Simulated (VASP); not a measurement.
Here is a VASP 6.6.1 calculation.

The input POSCAR:

```
C
1.0
   -0.0388188608      1.7947090060      1.7947090060
    1.7947090060     -0.0388188608      1.7947090060
    1.7947090060      1.7947090060     -0.0388188608
C
2
Direct
   -0.0000747738     -0.0000747738     -0.0000747738
    0.2500747738      0.2500747738      0.2500747738
```

Contents of INCAR.step1:

```
SYSTEM = C
PREC = Accurate
ENCUT = 500
EDIFF = 1E-8
ISMEAR = 0
SIGMA = 0.01
LREAL = .FALSE.
LASPH = .TRUE.
NELM = 60
ALGO = Normal
LWAVE = .TRUE.
LCHARG = .FALSE.
GGA = PE
```

Contents of INCAR.step2:

```
SYSTEM = C
PREC = Accurate
ENCUT = 500
EDIFF = 1E-8
ISMEAR = 0
SIGMA = 0.01
LREAL = .FALSE.
LASPH = .TRUE.
NELM = 1
ALGO = Exact
LWAVE = .TRUE.
LCHARG = .FALSE.
GGA = PE
NBANDS = 53
LOPTICS = .TRUE.
ISTART = 1
```

INCAR.step3

```
SYSTEM = C
PREC = Accurate
ENCUT = 500
EDIFF = 1E-8
ISMEAR = 0
SIGMA = 0.01
LREAL = .FALSE.
LASPH = .TRUE.
ALGO = EVGW0
LWAVE = .FALSE.
LCHARG = .FALSE.
GGA = PE
NELMGW = 1
NBANDS = 53
ENCUTGW = 150.0
NOMEGA = 48
PRECFOCK = Fast
ISTART = 1
NBANDSGW = 12
```

The input KPOINTS:

```
regular mesh
0
G
  6 6 6
  0 0 0
```

Potentials or basis: VASP PAW PBE potentials, release 64 (C_GW).

Launch:

```console
$ cat potpaw_PBE.64/C_GW/POTCAR > POTCAR
$ cp INCAR.step1 INCAR
$ mpirun -np 1 vasp_std > vasp.out
$ cp INCAR.step2 INCAR
$ mpirun -np 1 vasp_std > vasp.out
$ cp INCAR.step3 INCAR
$ mpirun -np 1 vasp_std > vasp.out
```

(1) Estimate the quasiparticle gap.

(2) Predict the least direct quasiparticle gap.

(3) Predict the least direct gap of the starting levels on the mesh.

Results:

(1) 5.25 eV.

(2) 6.78 eV.

(3) 5.14 eV.

Caveat: the k points lie up to 0.50 Å⁻¹ apart; bands, screening cutoff and mesh are small and nothing is extrapolated, so the quasiparticle values aren't converged.
